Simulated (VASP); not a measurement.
# CdO (Monteponite) (Fm-3m) in VASP: notebook

CdO (Monteponite) is run at these levels: r2SCAN; tasks: single point.

Program: VASP 6.6.1. These are calculated values, not measurements. Logs are shortened: lines on timing, memory, paths and dates and some standing lists are left out, and cuts for length are marked.

### 1 The cell of the first run

It takes space group Fm-3m (No. 225, cubic). The conventional cell has a = 4.798 Å, b = 4.798 Å, c = 4.798 Å, α = 90.00°, β = 90.00°, γ = 90.00°. Within 3.2 Å of Cd (site symmetry m-3m) lie 6 O at 2.40 Å. Within 3.2 Å of O (site symmetry m-3m) lie 6 Cd at 2.40 Å.

### 2 Single point, r2SCAN (volume changed by +6%)

File POSCAR:

```
CdO
1.0
    0.0000000000      2.3991530911      2.3991530911
    2.3991530911      0.0000000000      2.3991530911
    2.3991530911      2.3991530911      0.0000000000
Cd O
1 1
Direct
    0.0000000000      0.0000000000      0.0000000000
    0.5000000000      0.5000000000      0.5000000000
```

File INCAR.step1:

```
PREC     = Accurate       # precision mode
ENCUT    = 660            # plane-wave cutoff, eV
ISMEAR   = -1             # smearing method
SIGMA    = 0.02           # smearing width, eV
LREAL    = False          # projectors in reciprocal space
LASPH    = True           # aspherical terms in the spheres
NELM     = 120            # most SCF steps
NBANDS   = 16             # bands
GGA      = PE             # functional
ALGO     = Normal         # electronic algorithm
EDIFF    = 1E-5           # SCF threshold, eV
LWAVE    = True           # write WAVECAR
LCHARG   = False          # write CHGCAR
GGA_COMPAT= False
```

File INCAR.step2:

```
PREC     = Accurate       # precision mode
ENCUT    = 660            # plane-wave cutoff, eV
EDIFF    = 1E-6           # SCF threshold, eV
ISMEAR   = -1             # smearing method
SIGMA    = 0.02           # smearing width, eV
LREAL    = False          # projectors in reciprocal space
LASPH    = True           # aspherical terms in the spheres
NELM     = 120            # most SCF steps
ALGO     = Normal         # electronic algorithm
ISIF     = 2              # what is computed and relaxed
LWAVE    = False          # write WAVECAR
LCHARG   = False          # write CHGCAR
METAGGA  = R2SCAN         # meta-GGA
LMIXTAU  = True         
NBANDS   = 16             # bands
ISTART   = 1            
GGA_COMPAT= False
```

File KPOINTS:

```
Automatic mesh
0
Gamma
  8 8 8
```

Potentials or basis: VASP PAW PBE potentials, release 64 (Cd, O).

The run is started by

```console
$ cat potpaw_PBE.64/Cd/POTCAR potpaw_PBE.64/O/POTCAR > POTCAR
$ cp INCAR.step1 INCAR
$ mpirun -np 1 vasp_std > vasp.out
$ cp INCAR.step2 INCAR
$ mpirun -np 1 vasp_std > vasp.out
```

OUTCAR:

```text
PREC = Accurate
   ENCUT = 660
   EDIFF = 1E-6
   ISMEAR = -1
   LREAL = False
   LASPH = True
   NELM = 120
   ISIF = 2
   METAGGA = R2SCAN
   ISTART = 1

 ion  position               nearest neighbor table
   1  0.000  0.000  0.000-   2 2.40   2 2.40   2 2.40   2 2.40   2 2.40   2 2.40
   2  0.500  0.500  0.500-   1 2.40   1 2.40   1 2.40   1 2.40   1 2.40   1 2.40

  LATTYP: Found a face centered cubic cell.
 ALAT       =     4.7983061822

  Lattice vectors:

 A1 = (   0.0000000000,   2.3991530911,   2.3991530911)
 A2 = (   2.3991530911,   0.0000000000,   2.3991530911)
 A3 = (   2.3991530911,   2.3991530911,   0.0000000000)

Analysis of symmetry for initial positions (statically):
=====================================================================
 Subroutine PRICEL returns:
 Original cell was already a primitive cell.

 Routine SETGRP: Setting up the symmetry group for a
 face centered cubic supercell.

 Subroutine GETGRP returns: Found 48 space group operations
 (whereof 48 operations were pure point group operations)
 out of a pool of 48 trial point group operations.

The static configuration has the point symmetry O_h .

Analysis of symmetry for dynamics (positions and initial velocities):
=====================================================================
 Subroutine PRICEL returns:
 Original cell was already a primitive cell.

 Routine SETGRP: Setting up the symmetry group for a
 face centered cubic supercell.

 Subroutine GETGRP returns: Found 48 space group operations
 (whereof 48 operations were pure point group operations)
 out of a pool of 48 trial point group operations.

The dynamic configuration has the point symmetry O_h .

 Subroutine INISYM returns: Found 48 space group operations
 (whereof 48 operations are pure point group operations),
 and found     1 'primitive' translations

----------------------------------------------------------------------------------------

                                     Primitive cell

  volume of cell :      27.6187

  direct lattice vectors                    reciprocal lattice vectors
     0.000000000  2.399153091  2.399153091    -0.208406876  0.208406876  0.208406876
     2.399153091  0.000000000  2.399153091     0.208406876 -0.208406876  0.208406876
     2.399153091  2.399153091  0.000000000     0.208406876  0.208406876 -0.208406876

  length of vectors
     3.392914840  3.392914840  3.392914840     0.360971297  0.360971297  0.360971297

  position of ions in fractional coordinates (direct lattice)
     0.000000000  0.000000000  0.000000000
     0.500000000  0.500000000  0.500000000

  ion indices of the primitive-cell ions
   primitive index   ion index
                 1           1
                 2           2

----------------------------------------------------------------------------------------

 KPOINTS: Automatic mesh

Automatic generation of k-mesh.
 Grid dimensions read from file:
 generate k-points for:    8    8    8

 Generating k-lattice:

  Cartesian coordinates                     Fractional coordinates (reciprocal lattice)
    -0.026050859  0.026050859  0.026050859     0.125000000  0.000000000  0.000000000
     0.026050859 -0.026050859  0.026050859     0.000000000  0.125000000  0.000000000
     0.026050859  0.026050859 -0.026050859     0.000000000  0.000000000  0.125000000

  Length of vectors
     0.045121412  0.045121412  0.045121412

  Shift w.r.t. Gamma in fractional coordinates (k-lattice)
     0.000000000  0.000000000  0.000000000

 Subroutine IBZKPT returns following result:
 ===========================================

 Found     29 irreducible k-points:

 Following reciprocal coordinates:
            Coordinates               Weight
  0.000000  0.000000  0.000000      1.000000
  0.125000  0.000000  0.000000      8.000000
  0.250000  0.000000  0.000000      8.000000
  0.375000  0.000000  0.000000      8.000000
  0.500000  0.000000  0.000000      4.000000
  0.125000  0.125000  0.000000      6.000000
[... 16 lines left out ...]
  0.500000  0.250000  0.125000     48.000000
 -0.375000  0.250000  0.125000     24.000000
 [... further k-points ...]
   k-points           NKPTS =     29   k-points in BZ     NKDIM =     29   number of bands    NBANDS=     16
   number of dos      NEDOS =    301   number of ions     NIONS =      2
   total plane-waves  NPLWV =  21952
   dimension x,y,z NGX =    28 NGY =   28 NGZ =   28
   dimension x,y,z NGXF=    56 NGYF=   56 NGZF=   56
   ions per type =               1   1
   NGX,Y,Z   is equivalent  to a cutoff of  13.72, 13.72, 13.72 a.u.
   NGXF,Y,Z  is equivalent  to a cutoff of  27.44, 27.44, 27.44 a.u.
 SYSTEM =  unknown system
   PREC   = accura    normal or accurate (medium, high low for compatibility)
   ISTART =      1    job   : 0-new  1-cont  2-samecut
   ICHARG =      0    charge: 1-file 2-atom 10-const
   ISPIN  =      1    spin polarized calculation?
   LNONCOLLINEAR =      F non collinear calculations
   LSORBIT =      F    spin-orbit coupling
   LASPH  =      T    aspherical Exc in radial PAW
   ENCUT  =  660.0 eV  48.51 Ry    6.96 a.u.   7.11  7.11  7.11*2*pi/ulx,y,z
   NELM   =    120;   NELMIN=  2; NELMDL=  0     # of ELM steps
   EDIFF  = 0.1E-05   stopping-criterion for ELM
   LREAL  =      F    real-space projection
   EDIFFG = 0.1E-04   stopping-criterion for IOM
   NSW    =      0    number of steps for IOM
   IBRION =     -1    ionic relax: 0-MD 1-quasi-New 2-CG
   NFREE  =      0    steps in history (QN), initial steepest desc. (CG)
   ISIF   =      2    stress and relaxation
   ISYM   =      2    0-nonsym 1-usesym 2-fastsym
   POTIM  = 0.5000    time-step for ionic-motion
   TEBEG  =    0.0;   TEEND  =   0.0 temperature during run
   PSTRESS=    0.0 pullay stress
   NELECT =      18.0000    total number of electrons
   NUPDOWN=      -1.0000    fix difference up-down
   EMIN   =  10.00;   EMAX   =-10.00  energy-range for DOS
   EFERMI =   0.00;   METHOD = LEGACY
   ISMEAR =    -1;   SIGMA  =   0.02  broadening in eV -4-tet -1-fermi 0-gaus
   EFERMI_NEDOS =   21; number of points for ismear=-14 and -15
   IALGO  =     38    algorithm
   IMIX   =      4    mixing-type and parameters
     AMIX     =   0.40;   BMIX     =  1.00
     AMIX_MAG =   1.60;   BMIX_MAG =  1.00
  volume/ion in A,a.u.               =      13.81        93.19
  Fermi-wavevector in a.u.,A,eV,Ry     =   1.419377  2.682233 27.410713  2.014631
  Thomas-Fermi vector in A             =   2.540404
   LORBIT       =      0    0 simple, 1 ext, 2 COOP (PROOUT), +10 PAW based schemes
   METAGGA = R2SCAN    functional components
   LHFCALC =     F    Hartree Fock is set to
   AEXX    =    0.0000 exact exchange contribution
   IVDW    =     0    specifies the selected vdW correction
   LEPSILON=     F    determine dielectric tensor
   LRPA    =     F    only Hartree local field effects (RPA)
 non-spin polarized calculation
  energy-cutoff  :      660.00
  volume of cell :       27.62
 maximum number of plane-waves:      1090
   NGX = 15   NGY = 15   NGZ = 15

 number of electron      17.9999995 magnetization

 Free energy of the ion-electron system (eV)
  ---------------------------------------------------
  ext. energy  EPLUGINS =         0.00000000
  ---------------------------------------------------
  free energy    TOTEN  =       -28.53998824 eV

  energy without entropy =      -28.53968370  energy(sigma->0) =      -28.53983597

 E-fermi :   1.1899     XC(G=0): -11.9510

 val. band max:        1.1450430749   @ k =   0.5000   0.0000   0.0000
 cond. band min:       2.3912278153   @ k =   0.1250   0.0000   0.0000
 fundamental gap:      1.2461847404
 Fermi energy:         1.1899232274

 k-point     1 :       0.0000    0.0000    0.0000
  band No.  band energies     occupation
      1     -16.7168      2.00000
      2      -5.6364      2.00000
      3      -5.6364      2.00000
      4      -5.6364      2.00000
      5      -5.3588      2.00000
      6      -5.3588      2.00000
[... 8 lines left out ...]
     15      19.5411      0.00000
     16      19.5411      0.00000

 k-point     2 :       0.1250    0.0000    0.0000
  band No.  band energies     occupation
      1     -16.6302      2.00000
      2      -5.6854      2.00000
      3      -5.6220      2.00000
      4      -5.6220      2.00000
      5      -5.4339      2.00000
      6      -5.4339      2.00000
[... 8 lines left out ...]
     15      19.9791      0.00000
     16      19.9791      0.00000

 k-point     3 :       0.2500    0.0000    0.0000
  band No.  band energies     occupation
      1     -16.4127      2.00000
      2      -5.8741      2.00000
      3      -5.8019      2.00000
      4      -5.8019      2.00000
      5      -5.3733      2.00000
      6      -5.3733      2.00000
[... 8 lines left out ...]
     15      20.9486      0.00000
     16      20.9486      0.00000

 k-point     4 :       0.3750    0.0000    0.0000
  band No.  band energies     occupation
      1     -16.1817      2.00000
      2      -6.1741      2.00000
      3      -6.0304      2.00000
      4      -6.0304      2.00000
      5      -5.2326      2.00000
      6      -5.2326      2.00000
[... 8 lines left out ...]
     15      22.3537      0.00000
     16      22.3537      0.00000
[... 324 lines left out ...]
 k-point    22 :       0.3750    0.2500    0.1250
  band No.  band energies     occupation
      1     -16.3043      2.00000
      2      -5.9510      2.00000
      3      -5.8122      2.00000
      4      -5.7077      2.00000
      5      -5.4011      2.00000
      6      -5.1758      2.00000
[... 8 lines left out ...]
     15      22.9982      0.00000
     16      23.3054      0.00000

 k-point    23 :       0.5000    0.2500    0.1250
  band No.  band energies     occupation
      1     -16.1578      2.00000
      2      -5.9926      2.00000
      3      -5.9017      2.00000
      4      -5.7988      2.00000
      5      -5.2765      2.00000
      6      -5.1179      2.00000
[... 8 lines left out ...]
     15      22.0886      0.00000
     16      23.8100      0.00000

 k-point    24 :      -0.3750    0.2500    0.1250
  band No.  band energies     occupation
      1     -16.0960      2.00000
      2      -6.0621      2.00000
      3      -5.8557      2.00000
      4      -5.8550      2.00000
      5      -5.1680      2.00000
      6      -5.1663      2.00000
[... 8 lines left out ...]
     15      20.9490      0.00000
     16      24.4337      0.00000

 [... further k-points ...]
[... 5 lines left out ...]
  --------------------------------------------------------------------------------------
  -------------------------------------------------------------------------------------
  Total       -1.1022938     -1.1022938     -1.1022938      0.0000000      0.0000000      0.0000000
  in kB      -63.9446277    -63.9446277    -63.9446277      0.0000000      0.0000000      0.0000000
  external PRESSURE =     -63.9446277 kB  Pullay stress =       0.0000000 kB

 VOLUME and BASIS-vectors are now :
 -----------------------------------------------------------------------------
  energy-cutoff  :      660.00
  volume of cell :       27.62
      direct lattice vectors                 reciprocal lattice vectors
     0.000000000  2.399153091  2.399153091    -0.208406876  0.208406876  0.208406876
     2.399153091  0.000000000  2.399153091     0.208406876 -0.208406876  0.208406876
     2.399153091  2.399153091  0.000000000     0.208406876  0.208406876 -0.208406876

 POSITION                                       TOTAL-FORCE (eV/Angst)
 -----------------------------------------------------------------------------------
      0.00000      0.00000      0.00000         0.000000      0.000000     -0.000000
      2.39915      2.39915      2.39915         0.000000      0.000000      0.000000
 -----------------------------------------------------------------------------------
    total drift:                                0.000000      0.000000      0.000000

  FREE ENERGIE OF THE ION-ELECTRON SYSTEM (eV)
  ---------------------------------------------------
  free  energy   TOTEN  =       -28.5399882366 eV

  energy  without entropy=      -28.5396837047  energy(sigma->0) =      -28.53983597
```

Wall time 36 s (1 thread of Intel Xeon 6975P-C (Granite Rapids), shared host); peak memory 0.17 GiB.

Results:

```
Free energy            : -28.5400 eV
Pressure               : -6.4 GPa
Band gap on the k mesh : zero (band 9 reaches 1.15 eV, above the bottom of band 10 at 1.09 eV)
```

Levels at points of the mesh, in eV from the Fermi level:
```
           k point  band 5  band 6  band 7  band 8  band 9  band 10  band 11  band 12  band 13  band 14
(0.00, 0.00, 0.00)   -6.55   -6.55   -1.17   -1.17   -1.17    -0.10    15.52    17.27    17.27    17.27
(0.50, 0.00, 0.00)   -6.36   -6.36   -3.71   -0.04   -0.04     4.97     7.52    12.43    12.43    17.83
(0.50, 0.50, 0.00)   -6.25   -6.00   -3.94   -2.07   -2.07     4.24     8.99    11.49    13.75    13.75
```

Caveat: the cell differs from its parent crystal (volume changed by +6%); the PAW data sets were made with another functional, which shifts forces and pressure a little.

### 3 Single point, r2SCAN

This run uses another cell than the first one, of 13.03 Å³/atom, 0.943 times its volume.

File POSCAR:

```
CdO
1.0
    0.0000000000      2.3530040406      2.3530040406
    2.3530040406      0.0000000000      2.3530040406
    2.3530040406      2.3530040406      0.0000000000
Cd O
1 1
Direct
    0.0000000000      0.0000000000      0.0000000000
    0.5000000000      0.5000000000      0.5000000000
```

File INCAR.step1:

```
ALGO = Normal
EDIFF = 1E-5
ENCUT = 660
GGA = PE
GGA_COMPAT = False
ISMEAR = -1
LASPH = True
LCHARG = False
LREAL = False
LWAVE = True
NBANDS = 16
NELM = 120
PREC = Accurate
SIGMA = 0.02
```

File INCAR.step2:

```
ALGO = Normal
EDIFF = 1E-6
ENCUT = 660
GGA_COMPAT = False
ISIF = 2
ISMEAR = -1
ISTART = 1
LASPH = True
LCHARG = False
LMIXTAU = True
LREAL = False
LWAVE = False
METAGGA = R2SCAN
NBANDS = 16
NELM = 120
PREC = Accurate
SIGMA = 0.02
```

File KPOINTS:

```
k-points
0
Gamma
  10 10 10
```

Potentials or basis: VASP PAW PBE potentials, release 64 (Cd, O).

The run is started by

```console
$ cat potpaw_PBE.64/Cd/POTCAR potpaw_PBE.64/O/POTCAR > POTCAR
$ cp INCAR.step1 INCAR
$ mpirun -np 1 vasp_std > vasp.out
$ cp INCAR.step2 INCAR
$ mpirun -np 1 vasp_std > vasp.out
```

Run time: 54 s. Hardware: 1 thread of Intel Xeon 6975P-C (Granite Rapids), shared host; peak memory 0.18 GiB.

It converged, with:

- Free energy: -28.5628 eV
- Pressure: 1.5 GPa
- Band gap on the k mesh: 0.07 eV, indirect (least direct gap 1.40 eV)

Levels at points of the mesh, in eV from the valence-band top:
```tsv
k point	band 5	band 6	band 7	band 8	band 9	band 10	band 11	band 12	band 13	band 14
(0.00, 0.00, 0.00)	-6.55	-6.55	-1.33	-1.33	-1.33	0.07	15.71	17.74	17.74	17.74
(0.50, 0.00, 0.00)	-6.33	-6.33	-3.82	0.00	0.00	5.07	8.00	12.80	12.80	18.51
(0.50, 0.50, 0.00)	-6.19	-5.88	-4.30	-2.31	-2.31	4.55	9.31	11.77	14.32	14.32
```

Caveat: the PAW data sets were made with another functional, which shifts forces and pressure a little. A k mesh can miss the band edges.
